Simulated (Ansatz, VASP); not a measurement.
One calculation of CdF2, two programs

```
Cd F
1.0
     0.00000    2.65553    2.45106
     2.65553    0.00000    2.45106
     2.65553    2.65553    0.00000
Cd F
1 2
Direct
  0.00000 0.00000 0.00000
  0.25000 0.25000 0.25000
  0.75000 0.75000 0.75000
```

Alike in both runs: task single point; functional PBE; k mesh 8 × 8 × 8; occupations gaussian, width 0.05 eV; no spin polarisation.

|  | VASP | Ansatz |
| --- | --- | --- |
| version | VASP 6.6.1 | Ansatz 0.2.0 |
| potentials or method | VASP PAW PBE potentials, release 64 (Cd, F), cutoff 520 eV | scalar-relativistic, plane waves, PAW |
| valence electrons in the cell | 26 | 34 |

```csv
,VASP,Ansatz,Ansatz less VASP
gap on the k mesh at the Fermi level (eV),3.33,3.37,+0.042
least direct gap on the mesh (eV),3.69,3.73,+0.041
pressure (GPa),26.3,24.7,-1.55
"traceless stress, the component that is largest in VASP (GPa)",6.52,6.66,+0.145
```

VASP's potentials hold 26 valence electrons a cell and Ansatz's 34, so a difference there can come from the potentials and not from the codes.
